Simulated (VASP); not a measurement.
Here is a VASP 6.6.1 calculation.

INCAR

```
PREC     = Accurate       # precision mode
ENCUT    = 500            # plane-wave cutoff, eV
EDIFF    = 1E-6           # SCF threshold, eV
ISMEAR   = -1             # smearing method
SIGMA    = 0.05           # smearing width, eV
LREAL    = False          # projectors in reciprocal space
LASPH    = True           # aspherical terms in the spheres
NELM     = 200            # most SCF steps
ALGO     = Normal         # electronic algorithm
ISIF     = 2              # what is computed and relaxed
LWAVE    = False          # write WAVECAR
LCHARG   = True           # write CHGCAR
LNONCOLLINEAR= True           # non-collinear magnetism
MAGMOM   = 0.077 0.104 0.011 # initial moments
LORBIT   = 11             # projections on sites
LVHAR    = True         
NBANDS   = 16             # bands
GGA_COMPAT= False
```

File KPOINTS:

```
Automatic mesh
0
Gamma
  7 7 7
```

File POSCAR:

```
As
1.0
    2.7036817444      0.0000000000      0.0000000000
    0.0000000000      2.7036817444      0.0000000000
    0.0000000000      0.0000000000      2.7036817444
As
1
Direct
    0.5000000000      0.5000000000      0.5000000000
```

Potentials or basis: VASP PAW LDA potentials, release 64 (As).

Launch:

```bash
$ cat potpaw_LDA.64/As/POTCAR > POTCAR
$ mpirun -np 1 vasp_ncl > vasp.out
```

What does it give for the band gap on the k mesh?

Zero (band 5 reaches 12.15 eV, above the bottom of band 6 at 2.12 eV).

What does it give for the pressure?

-2.5 GPa.

Moments on the atoms (μB; x, y, z):
```
As  0.00 0.00 0.00
```
